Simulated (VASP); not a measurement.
Input of a VASP 6.6.1 run:

INCAR

```
SYSTEM = Nb
PREC = Accurate ; ENCUT = 520
EDIFF = 1E-7 ; ISMEAR = 0
SIGMA = 0.15 ; LREAL = .FALSE.
LASPH = .TRUE. ; NELM = 100
ALGO = Fast ; ISIF = 2
LWAVE = .FALSE. ; LCHARG = .FALSE.
GGA = PS ; NBANDS = 12
```

Contents of KPOINTS:

```
Automatic mesh
0
G
  20 20 20
  0 0 0
```

POSCAR

```
Nb
1.0
   -1.6639500000      1.6639500000      1.6223512500
    1.6639500000     -1.6639500000      1.6223512500
    1.6639500000      1.6639500000     -1.6223512500
Nb
1
Direct
    0.0000000000      0.0000000000      0.0000000000
```

Potentials or basis: VASP PAW PBE potentials, release 64 (Nb_sv).

Command:

```console
$ cat potpaw_PBE.64/Nb_sv/POTCAR > POTCAR
$ mpirun -np 1 vasp_std > vasp.out
```

(1) What does it give for the pressure?

## Answers

(1) -4.8 GPa.

Caveat: the cell differs from its parent crystal (strain -0.0250 x Voigt [0, 0, 1, 0, 0, 0]); the PAW data sets were made with another functional, which shifts forces and pressure a little.
